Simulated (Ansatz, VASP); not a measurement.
## Al in VASP and in Ansatz

```xyz
1
Lattice="-1.4325 1.4325 2.0814 1.4325 -1.4325 2.0814 1.4325 1.4325 -2.0814" Properties=species:S:1:pos:R:3 pbc="T T T"
Al    0.0000    0.0000    0.0000
```

Alike in both runs: task single point; functional LDA; k mesh 22 × 22 × 22; occupations gaussian, width 0.15 eV; no spin polarisation.

|  | VASP | Ansatz |
| --- | --- | --- |
| version | VASP 6.6.1 | Ansatz 0.2.0 |
| potentials or method | VASP PAW LDA potentials, release 64 (Al), cutoff 520 eV | scalar-relativistic, plane waves, PAW |
| valence electrons in the cell | 3 | 3 |

Ansatz gave:

| Item | Value |
| --- | --- |
| gap on the k mesh at the Fermi level (eV) | none |
| pressure (GPa) | -5.4 |
| traceless stress, the component that is largest in VASP (GPa) | -1.02 |

Problem. Estimate VASP's values.

Solution. gap on the k mesh at the Fermi level (eV): none; pressure (GPa): -5.4; traceless stress, the component that is largest in VASP (GPa): -1.03.

LDA's correlation is that of Perdew and Zunger in VASP and of Perdew and Wang (1992) in Ansatz. A gap of «none» marks a metal or a gap that the smearing closes.
